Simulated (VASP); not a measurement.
Here is a VASP 6.6.1 calculation.

INCAR

```
SYSTEM = AlN
ALGO     = Normal         ! electronic algorithm
EDIFF    = 1E-6           ! SCF threshold, eV
ENCUT    = 600            ! plane-wave cutoff, eV
GGA      = PS             ! functional
GGA_COMPAT= .False.      
ISIF     = 2              ! what is computed and relaxed
ISMEAR   = 0              ! smearing method
LASPH    = .True.         ! aspherical terms in the spheres
LCHARG   = .True.         ! write CHGCAR
LELF     = .True.         ! ELF
LREAL    = .False.        ! projectors in reciprocal space
LVHAR    = .True.       
LWAVE    = .False.        ! write WAVECAR
NBANDS   = 16             ! bands
NELM     = 120            ! most SCF steps
PREC     = Accurate       ! precision mode
SIGMA    = 0.05           ! smearing width, eV
```

The input KPOINTS:

```
k-points
0
Gamma
  12 12 6
  0 0 0
```

The input POSCAR:

```
AlN
1.0
    3.1110021516      0.0000000000      0.0000000000
   -1.5555010758      2.6942068945      0.0000000000
    0.0000000000      0.0000000000      4.9780000000
Al N
2 2
Direct
    0.3333333333      0.6666666667      0.0000000000
    0.6666666667      0.3333333333      0.5000000000
    0.0291194127      0.4439666204      0.3850000000
    0.6666666667      0.3333333333      0.8850000000
```

Potentials or basis: VASP PAW PBE potentials, release 64 (Al, N).

Launch:

```sh
$ cat potpaw_PBE.64/Al/POTCAR potpaw_PBE.64/N/POTCAR > POTCAR
$ mpirun -np 1 vasp_std > vasp.out
```

(1) Predict the band gap on the k mesh.

(2) What does it give for the pressure?

(3) Predict the largest force.

Answers

(1) 3.18 eV (least direct gap 3.26 eV).

(2) 98.1 GPa.

(3) 74.089 eV/Å.

Caveat: the cell differs from its parent crystal (atom 3 (N) moved by (-0.600, -0.600) A along x and y); atoms lie so close that the PAW spheres overlap strongly, which falsifies energies and pressures; the stress differs along the axes, from 13 to 205 GPa; the PAW data sets were made with another functional, which shifts forces and pressure a little.
